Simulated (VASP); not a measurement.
Input of a VASP 6.6.1 run:

File INCAR:

```
SYSTEM = LiGeH3
ALGO     = Normal         ! electronic algorithm
EDIFF    = 1E-6           ! SCF threshold, eV
ENCUT    = 520            ! plane-wave cutoff, eV
GGA      = PE             ! functional
ISIF     = 2              ! what is computed and relaxed
ISMEAR   = 0              ! smearing method
LASPH    = .True.         ! aspherical terms in the spheres
LCHARG   = .False.        ! write CHGCAR
LREAL    = .False.        ! projectors in reciprocal space
LWAVE    = .False.        ! write WAVECAR
NBANDS   = 18             ! bands
NELM     = 100            ! most SCF steps
PREC     = Accurate       ! precision mode
SIGMA    = 0.1            ! smearing width, eV
```

KPOINTS

```
k-points
0
Gamma
  6 6 6
  0 0 0
```

File POSCAR:

```
LiGeH3
1.0
    3.4913503023      0.0000000000      0.0000000000
    0.0000000000      3.4913503023      0.0000000000
    0.0000000000      0.0000000000      3.4913503023
Li Ge H
1 1 3
Direct
    0.5000000000      0.5000000000      0.5000000000
    0.0000000000      0.0000000000      0.0000000000
    0.0000000000      0.5000000000      0.5000000000
    0.5000000000      0.5000000000      0.0000000000
    0.5000000000      0.0000000000      0.5000000000
```

Potentials or basis: VASP PAW PBE potentials, release 64 (Li_sv, Ge_d, H).

Launch:

```console
$ cat potpaw_PBE.64/Li_sv/POTCAR potpaw_PBE.64/Ge_d/POTCAR potpaw_PBE.64/H/POTCAR > POTCAR
$ mpirun -np 1 vasp_std > vasp.out
```

Predict the band gap on the k mesh.

zero (bands 10 and 11 overlap by 1.51 eV).
